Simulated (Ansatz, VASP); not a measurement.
**PbO in VASP and in Ansatz**

The input INCAR:

```
SYSTEM = PbO
ALGO = Normal
EDIFF = 1E-7
ENCUT = 520
GGA = PS
ISIF = 2
ISMEAR = 0
LASPH = .TRUE.
LCHARG = .FALSE.
LREAL = .FALSE.
LWAVE = .FALSE.
NBANDS = 28
NELM = 60
PREC = Accurate
SIGMA = 0.05
```

File KPOINTS:

```
k-points
0
G
  8 8 6
  0 0 0
```

Contents of POSCAR:

```
PbO
1.0
    3.9744000000      0.0000000000      0.0000000000
    0.0000000000      3.9744000000      0.0000000000
    0.0000000000      0.0000000000      5.0220000000
Pb O
2 2
Direct
    0.0000000000      0.5000000000      0.2351000000
    0.5000000000      0.0000000000      0.7649000000
    0.0000000000      0.0000000000      0.0099561928
    0.5000000000      0.5000000000      0.0099561928
```

Input for Ansatz:

```yaml
crystal:
  lattice:
    - [3.9744, 0.0, 0.0]
    - [0.0, 3.9744, 0.0]
    - [0.0, 0.0, 5.022]
  atoms:
    - { symbol: Pb, position: [0.0, 0.5, 0.2351] }
    - { symbol: Pb, position: [0.5, 0.0, 0.7649] }
    - { symbol: O, position: [0.0, 0.0, 0.0099561928] }
    - { symbol: O, position: [0.5, 0.5, 0.0099561928] }
basis:
  ecutwfc: 420
kpoints:
  mp_grid: { grid: [8, 8, 6] }
hamiltonian:
  xc: pbesol
scf:
  occupations: { method: gaussian, width: 0.05 }
output:
  forces: true
  stress: true
  eigenvalues: true
```

Change from the starting cell: all O atoms moved +0.050 Å, as atom 3 along Cartesian [0 0 1].

Alike in both runs: task single point; functional PBEsol; k mesh 8 × 8 × 6; occupations gaussian, width 0.05 eV; no spin polarisation.

```csv
,VASP,Ansatz
version,VASP 6.6.1,Ansatz 0.2.0
potentials or method,"VASP PAW PBE potentials, release 64 (Pb_d, O), cutoff 520 eV","scalar-relativistic, plane waves, PAW"
valence electrons in the cell,40,40
```

```tsv
	VASP	Ansatz	Ansatz less VASP
gap on the k mesh at the Fermi level (eV)	1.18	1.17	-0.006
least direct gap on the mesh (eV)	2.23	2.23	-0.002
pressure (GPa)	1.1	1.0	-0.09
traceless stress, the component that is largest in VASP (GPa)	-0.20	-0.19	+0.017
rms of the force components (eV/Å)	0.254	0.247	-0.0066
```

VASP's potentials were made for PBE, not for PBEsol. Atom by atom the forces differ by 0.018 eV/Å (rms over components). The functional is the same, so the differences come from potentials, cutoffs and numerics.

Spin-orbit coupling is off throughout.
